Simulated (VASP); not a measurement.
# In (I4/mmm) in VASP: further runs, part 2 of 2

VASP 6.6.1.

## Step 4: Electric field gradients, LDA (volume scaled by 1.02)

File INCAR:

```
ALGO = Normal ; EDIFF = 1E-8
ENCUT = 520 ; GGA = CA
ISIF = 2 ; ISMEAR = -1
LASPH = T ; LCHARG = F
LEFG = T ; LREAL = F
LWAVE = F ; NBANDS = 12
NELM = 100 ; PREC = Accurate
SIGMA = 0.05
```

File KPOINTS:

```
k-points
0
Gamma
  14 14 14
```

File POSCAR:

```
In
1.0
   -1.6369195191      1.6369195191      2.4903342523
    1.6369195191     -1.6369195191      2.4903342523
    1.6369195191      1.6369195191     -2.4903342523
In
1
Direct
    0.0000000000      0.0000000000      0.0000000000
```

Potentials or basis: VASP PAW LDA potentials, release 64 (In_d).

Command:

```sh
$ cat potpaw_LDA.64/In_d/POTCAR > POTCAR
$ mpirun -np 1 vasp_std > vasp.out
```

OUTCAR:

```text
EDIFF = 1E-8
   ENCUT = 520
   GGA = CA
   ISIF = 2
   ISMEAR = -1
   LASPH = T
   LREAL = F
   NELM = 100
   PREC = Accurate

 ion  position               nearest neighbor table
   1  0.000  0.000  0.000-

  LATTYP: Found a body centered tetragonal cell.
 ALAT       =     3.2738390382
 C/A-ratio  =     1.5213541187

  Lattice vectors:

 A1 = (  -1.6369195191,   1.6369195191,   2.4903342523)
 A2 = (   1.6369195191,  -1.6369195191,   2.4903342523)
 A3 = (   1.6369195191,   1.6369195191,  -2.4903342523)

Analysis of symmetry for initial positions (statically):
=====================================================================
 Subroutine PRICEL returns:
 Original cell was already a primitive cell.

 Routine SETGRP: Setting up the symmetry group for a
 body centered tetragonal supercell.

 Subroutine GETGRP returns: Found 16 space group operations
 (whereof 16 operations were pure point group operations)
 out of a pool of 16 trial point group operations.

The static configuration has the point symmetry D_4h.

Analysis of symmetry for dynamics (positions and initial velocities):
=====================================================================
 Subroutine PRICEL returns:
 Original cell was already a primitive cell.

 Routine SETGRP: Setting up the symmetry group for a
 body centered tetragonal supercell.

 Subroutine GETGRP returns: Found 16 space group operations
 (whereof 16 operations were pure point group operations)
 out of a pool of 16 trial point group operations.

The dynamic configuration has the point symmetry D_4h.
[... 153 lines left out ...]
  band No.  band energies     occupation
      1      -7.6075      2.00000
      2      -7.5069      2.00000
      3      -7.5069      2.00000
      4      -7.4287      2.00000
      5      -7.3273      2.00000
      6      -2.4367      2.00000
      7      17.2310      0.00000
      8      17.2310      0.00000
      9      17.3777      0.00000
     10      18.6351      0.00000
     11      20.8267      0.00000
     12      20.9670      0.00000
[... 331 lines left out ...]
 k-point    24 :       0.2857    0.1429    0.0000
  band No.  band energies     occupation
      1      -7.5486      2.00000
      2      -7.5238      2.00000
      3      -7.4606      2.00000
      4      -7.3397      2.00000
      5      -7.2884      2.00000
      6       0.3476      2.00000
      7       8.0484      0.00000
      8      12.1409      0.00000
      9      14.9673      0.00000
     10      17.8551      0.00000
     11      19.6996      0.00000
     12      21.1980      0.00000

 [... further k-points ...]
[... 5 lines left out ...]
  --------------------------------------------------------------------------------------
  -------------------------------------------------------------------------------------
  Total       -0.5830150     -0.5830150     -0.5172663      0.0000000      0.0000000      0.0000000
  in kB      -34.9959681    -34.9959681    -31.0493463      0.0000000      0.0000000      0.0000000
  external PRESSURE =     -33.6804275 kB  Pullay stress =       0.0000000 kB

 VOLUME and BASIS-vectors are now :
 -----------------------------------------------------------------------------
  energy-cutoff  :      520.00
  volume of cell :       26.69
      direct lattice vectors                 reciprocal lattice vectors
    -1.636919519  1.636919519  2.490334252     0.000000000  0.305451792  0.200776261
     1.636919519 -1.636919519  2.490334252     0.305451792  0.000000000  0.200776261
     1.636919519  1.636919519 -2.490334252     0.305451792  0.305451792  0.000000000

 POSITION                                       TOTAL-FORCE (eV/Angst)
 -----------------------------------------------------------------------------------
      0.00000      0.00000      0.00000         0.000000      0.000000      0.000000
 -----------------------------------------------------------------------------------
    total drift:                               -0.000000      0.000000      0.000000

  FREE ENERGIE OF THE ION-ELECTRON SYSTEM (eV)
  ---------------------------------------------------
  free  energy   TOTEN  =        -3.1986146544 eV

  energy  without entropy=       -3.1950329828  energy(sigma->0) =       -3.19682382

 Electric field gradients (V/A^2)
---------------------------------------------------------------------
 ion       V_xx      V_yy      V_zz      V_xy      V_xz      V_yz
---------------------------------------------------------------------
   1     -10.643   -10.643    21.286     0.001     0.001     0.001
---------------------------------------------------------------------

 Electric field gradients after diagonalization (V/A^2)
 (convention: |V_zz| > |V_xx| > |V_yy|)
----------------------------------------------------------------------
 ion       V_xx      V_yy      V_zz     asymmetry (V_yy - V_xx)/ V_zz
----------------------------------------------------------------------
   1     -10.644   -10.642    21.286       0.000
----------------------------------------------------------------------

           NMR quadrupolar parameters

 Cq : quadrupolar parameter    Cq=e*Q*V_zz/h
 eta: asymmetry parameters     (V_yy - V_xx)/ V_zz
 Q  : nuclear electric quadrupole moment in mb (millibarn)
----------------------------------------------------------------------
 ion       Cq(MHz)       eta       Q (mb)
----------------------------------------------------------------------
   1       0.051       0.000       1.000
----------------------------------------------------------------------
```

OSZICAR:

```text
N       E                     dE             d eps       ncg     rms          rms(c)
DAV:   1     0.783383164949E+02    0.78338E+02   -0.62224E+03  5916   0.135E+03
DAV:   2     0.598723577366E+00   -0.77740E+02   -0.75746E+02  6144   0.290E+02
DAV:   3    -0.313911544075E+01   -0.37378E+01   -0.37270E+01  6960   0.644E+01
DAV:   4    -0.322753799204E+01   -0.88423E-01   -0.88398E-01  7476   0.992E+00
DAV:   5    -0.323139294579E+01   -0.38550E-02   -0.38549E-02  8084   0.183E+00    0.229E+00
DAV:   6    -0.320517913497E+01    0.26214E-01   -0.38611E-02  7448   0.394E+00    0.112E+00
DAV:   7    -0.319922159182E+01    0.59575E-02   -0.11044E-02  8128   0.187E+00    0.241E-01
DAV:   8    -0.319861624231E+01    0.60535E-03   -0.75018E-04  7244   0.507E-01    0.189E-02
DAV:   9    -0.319861445899E+01    0.17833E-05   -0.12901E-05  8808   0.460E-02    0.158E-02
DAV:  10    -0.319861465402E+01   -0.19504E-06   -0.55089E-07  6776   0.846E-03    0.360E-04
DAV:  11    -0.319861465443E+01   -0.40063E-09   -0.25967E-08  6852   0.238E-03
   1 F= -.31986147E+01 E0= -.31968238E+01  d E =-.358167E-02
```

stdout:

```text
POSCAR found type information on POSCAR In
 POSCAR found :  1 types and       1 ions
 scaLAPACK will be used
 LDA part: xc-table for (Slater(with rela. corr.)+CA(PZ))
 , standard interpolation
 POSCAR, INCAR and KPOINTS ok, starting setup
 FFT: planning ... GRIDC
 FFT: planning ... GRID_SOFT
 FFT: planning ... GRID
 WAVECAR not read
 entering main loop
ion   1
```

Wall time 39 s (1 thread of AMD EPYC 9R45 (Zen 5), shared host); peak memory 0.16 GiB.

Results:

| Quantity | Value |
| --- | --- |
| Free energy | -3.1986 eV |
| Pressure | -3.4 GPa |

Stress tensor (GPa, compression positive):
```
-3.50  0.00  0.00
 0.00 -3.50  0.00
 0.00  0.00 -3.10
```

Electric field gradients, principal values (V/Å²):
```
atom    least   middle  greatest (by size)
1 In  -10.642  -10.644              21.286
```

Caveat: without QUAD_EFG the Cq values of the log hold for a quadrupole moment of 1 mb, not for the nuclei; spin-orbit coupling is left out, which moves the levels of the heavy elements.

## Step 5: Electric field gradients, LDA (volume scaled by 1.06)

File INCAR:

```
SYSTEM = In
ALGO = Normal ; EDIFF = 1E-8
ENCUT = 520 ; GGA = CA
ISIF = 2 ; ISMEAR = -1
LASPH = .True. ; LCHARG = .False.
LEFG = .True. ; LREAL = .False.
LWAVE = .False. ; NBANDS = 12
NELM = 80 ; PREC = Accurate
SIGMA = 0.05
```

File KPOINTS:

```
k-points
0
Gamma
  14 14 14
  0 0 0
```

File POSCAR:

```
In
1.0
   -1.6580433912      1.6580433912      2.5224711420
    1.6580433912     -1.6580433912      2.5224711420
    1.6580433912      1.6580433912     -2.5224711420
In
1
Direct
    0.0000000000      0.0000000000      0.0000000000
```

Potentials or basis: VASP PAW LDA potentials, release 64 (In_d).

Command:

```sh
$ cat potpaw_LDA.64/In_d/POTCAR > POTCAR
$ mpirun -np 1 vasp_std > vasp.out
```

OUTCAR:

```text
SYSTEM = In
   EDIFF = 1E-8
   ENCUT = 520
   GGA = CA
   ISIF = 2
   ISMEAR = -1
   LASPH = .True.
   LREAL = .False.
   NELM = 80
   PREC = Accurate

 ion  position               nearest neighbor table
   1  0.000  0.000  0.000-

  LATTYP: Found a body centered tetragonal cell.
 ALAT       =     3.3160867824
 C/A-ratio  =     1.5213541186

  Lattice vectors:

 A1 = (  -1.6580433912,   1.6580433912,   2.5224711420)
 A2 = (   1.6580433912,  -1.6580433912,   2.5224711420)
 A3 = (   1.6580433912,   1.6580433912,  -2.5224711420)

Analysis of symmetry for initial positions (statically):
=====================================================================
 Subroutine PRICEL returns:
 Original cell was already a primitive cell.

 Routine SETGRP: Setting up the symmetry group for a
 body centered tetragonal supercell.

 Subroutine GETGRP returns: Found 16 space group operations
 (whereof 16 operations were pure point group operations)
[... 540 lines left out ...]

 VOLUME and BASIS-vectors are now :
 -----------------------------------------------------------------------------
  energy-cutoff  :      520.00
  volume of cell :       27.74
      direct lattice vectors                 reciprocal lattice vectors
    -1.658043391  1.658043391  2.522471142     0.000000000  0.301560262  0.198218323
     1.658043391 -1.658043391  2.522471142     0.301560262  0.000000000  0.198218323
     1.658043391  1.658043391 -2.522471142     0.301560262  0.301560262  0.000000000

 POSITION                                       TOTAL-FORCE (eV/Angst)
 -----------------------------------------------------------------------------------
      0.00000      0.00000      0.00000        -0.000000     -0.000000     -0.000000
 -----------------------------------------------------------------------------------
    total drift:                                0.000000      0.000000      0.000000

  FREE ENERGIE OF THE ION-ELECTRON SYSTEM (eV)
  ---------------------------------------------------
  free  energy   TOTEN  =        -3.1733183058 eV

  energy  without entropy=       -3.1695579920  energy(sigma->0) =       -3.17143815

 Electric field gradients (V/A^2)
---------------------------------------------------------------------
 ion       V_xx      V_yy      V_zz      V_xy      V_xz      V_yz
---------------------------------------------------------------------
   1      -9.949    -9.949    19.897     0.002     0.001     0.001
---------------------------------------------------------------------

 Electric field gradients after diagonalization (V/A^2)
 (convention: |V_zz| > |V_xx| > |V_yy|)
----------------------------------------------------------------------
 ion       V_xx      V_yy      V_zz     asymmetry (V_yy - V_xx)/ V_zz
----------------------------------------------------------------------
   1      -9.951    -9.947    19.897       0.000
----------------------------------------------------------------------

           NMR quadrupolar parameters

 Cq : quadrupolar parameter    Cq=e*Q*V_zz/h
 eta: asymmetry parameters     (V_yy - V_xx)/ V_zz
 Q  : nuclear electric quadrupole moment in mb (millibarn)
----------------------------------------------------------------------
 ion       Cq(MHz)       eta       Q (mb)
----------------------------------------------------------------------
   1       0.048       0.000       1.000
----------------------------------------------------------------------
```

OSZICAR:

```text
N       E                     dE             d eps       ncg     rms          rms(c)
DAV:   1     0.770917557599E+02    0.77092E+02   -0.62100E+03  5912   0.134E+03
DAV:   2     0.675154551712E+00   -0.76417E+02   -0.74619E+02  6148   0.287E+02
DAV:   3    -0.311275890592E+01   -0.37879E+01   -0.37762E+01  6956   0.645E+01
DAV:   4    -0.319937510832E+01   -0.86616E-01   -0.86589E-01  7464   0.986E+00
DAV:   5    -0.320344408021E+01   -0.40690E-02   -0.40688E-02  8104   0.187E+00    0.210E+00
DAV:   6    -0.317930348832E+01    0.24141E-01   -0.36042E-02  7432   0.373E+00    0.103E+00
DAV:   7    -0.317386316487E+01    0.54403E-02   -0.10391E-02  8072   0.176E+00    0.227E-01
DAV:   8    -0.317331900748E+01    0.54416E-03   -0.70761E-04  7124   0.490E-01    0.192E-02
DAV:   9    -0.317331812296E+01    0.88453E-06   -0.12564E-05  8884   0.448E-02    0.147E-02
DAV:  10    -0.317331830531E+01   -0.18235E-06   -0.51563E-07  6660   0.827E-03    0.376E-04
DAV:  11    -0.317331830584E+01   -0.53660E-09   -0.27329E-08  6888   0.251E-03
   1 F= -.31733183E+01 E0= -.31714381E+01  d E =-.376031E-02
```

It took 41 s on 1 thread of AMD EPYC 9R45 (Zen 5), shared host; peak memory 0.16 GiB.

Results:

* Free energy: -3.1733 eV
* Pressure: -4.5 GPa

Stress tensor (GPa, compression positive):
```
-4.61  0.00  0.00
 0.00 -4.61  0.00
 0.00  0.00 -4.25
```

Electric field gradients, principal values (V/Å²):
| atom | least | middle | greatest (by size) |
| --- | --- | --- | --- |
| 1 In | -9.947 | -9.951 | 19.897 |

Caveat: without QUAD_EFG the Cq values of the log hold for a quadrupole moment of 1 mb, not for the nuclei; spin-orbit coupling is left out, which moves the levels of the heavy elements.

## Step 6: Overview

| cell | gap on the mesh (eV) | pressure (GPa) |
| --- | --- | --- |
| a = 3.366 Å, angles 122.4, 122.4, 85.8°, 1 atom | none | -2.3 |
| a = 3.400 Å, angles 122.4, 122.4, 85.8°, 1 atom | none | -3.4 |
| a = 3.444 Å, angles 122.4, 122.4, 85.8°, 1 atom | none | -4.5 |

Alike in all rows: task electric field gradients; level LDA; potentials or basis VASP PAW LDA potentials, release 64 (In_d); no spin polarisation; k mesh 14 × 14 × 14; cutoff (eV) 520; smearing fermi-dirac 0.05 eV.

Caveats: spin-orbit coupling is left out, which moves the levels of the heavy elements.

Total energies depend on the potentials used, so only differences within one code and one set of settings carry meaning.
